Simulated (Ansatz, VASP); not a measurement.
## KMgF3 in VASP and in Ansatz

```
CELL_PARAMETERS angstrom
4.04569 0.00000 0.00000
0.00000 4.04569 0.00000
0.00000 0.00000 3.86632
ATOMIC_POSITIONS crystal
K 0.50000 0.50000 0.50000
Mg 0.00000 0.00000 0.00000
F 0.50000 0.00000 0.00000
F 0.00000 0.50000 0.00000
F 0.00000 0.00000 0.50000
```

Change from the starting cell: strain +0.015 along x and y, -0.030 along z, atoms carried along.

Alike in both runs: task single point; functional PBEsol; k mesh 6 × 6 × 6; occupations gaussian, width 0.05 eV; no spin polarisation.

|  | VASP | Ansatz |
| --- | --- | --- |
| version | VASP 6.6.1 | Ansatz 0.2.0 |
| potentials or method | VASP PAW PBE potentials, release 64 (K_sv, Mg, F), cutoff 520 eV | scalar-relativistic, plane waves, PAW |
| valence electrons in the cell | 32 | 40 |

|  | VASP | Ansatz | Ansatz less VASP |
| --- | --- | --- | --- |
| gap on the k mesh at the Fermi level (eV) | 7.11 | 7.14 | +0.024 |
| least direct gap on the mesh (eV) | 7.44 | 7.46 | +0.022 |
| pressure (GPa) | 0.2 | 0.6 | +0.37 |
| traceless stress, the component that is largest in VASP (GPa) | 3.27 | 3.27 | +0.001 |

VASP's potentials were made for PBE, not for PBEsol. VASP's potentials hold 32 valence electrons a cell and Ansatz's 40, so a difference there can come from the potentials and not from the codes.
